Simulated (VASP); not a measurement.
Set up this calculation in VASP 6.6.1, as the native input.

- Task: relaxation of cell and atoms
- Functional: PBE
- Potentials or basis: VASP PAW PBE potentials, release 64 (Cs_sv, Tl_d, H)
- Cutoff: 600 eV
- k mesh: 4 × 4 × 4
- Occupations: gaussian, width 0.1 eV
- Spin: no spin polarisation
- Dipole correction: no
- Further INCAR settings: ALGO = Normal; EDIFF = 1e-06; IBRION = 2; EDIFFG = -0.04; NSW = 90; ISIF = 3

The structure of CsTlH4 lies in POSCAR:

```
CsTlH4
1.0
    4.8357459300      0.0000000000      0.0000000000
    0.0000000000      4.8357459300      0.0000000000
    0.0000000000      0.0000000000      7.0600023200
Cs Tl H
1 1 4
Direct
    0.5000000000      0.5000000000      0.5000000000
    0.0000000000      0.0000000000      0.0000000000
    0.0000000000      0.0000000000      0.6540658500
    0.5000000000      0.0000000000      0.0000000000
    0.0000000000      0.5000000000      0.0000000000
    0.0000000000      0.0000000000      0.3459341500
```

The input as run:

INCAR

```
  ALGO = Normal
  EDIFF = 1E-6
  EDIFFG = -0.04
  ENCUT = 600
  GGA = PE
  IBRION = 2
  ISIF = 3
  ISMEAR = 0
  LASPH = T
  LCHARG = F
  LREAL = F
  LWAVE = F
  NELM = 100
  NSW = 90
  PREC = Accurate
  SIGMA = 0.1
```

KPOINTS

```
k-points
0
Gamma
  4 4 4
```

Potentials or basis: VASP PAW PBE potentials, release 64 (Cs_sv, Tl_d, H).

Run with:

```console
$ cat potpaw_PBE.64/Cs_sv/POTCAR potpaw_PBE.64/Tl_d/POTCAR potpaw_PBE.64/H/POTCAR > POTCAR
$ mpirun -np 1 vasp_std > vasp.out
```

It gave:

- Relaxed volume: 17.20 Å³/atom
- Relaxed cell: a = 4.324 Å, b = 4.324 Å, c = 5.521 Å, α = 90.00°, β = 90.00°, γ = 90.00°
- Space group after relaxing (to 0.1 Å): P4/mmm (No. 123)
- Energy gained by relaxing: 369.6 meV/atom
- Ionic steps: 25
- Pressure after relaxing: 0.2 GPa
- Largest force after relaxing: 0.030 eV/Å
- Band gap on the k mesh: zero (bands 13 and 14 overlap by 2.33 eV)

Caveat: the volume moved by over 15 % at a fixed basis, so the end points are rough; spin-orbit coupling is left out, which moves the levels of the heavy elements.

Run time: 22 min on 1 thread of Intel Xeon 8259CL (shared host), peak memory 0.35 GiB.
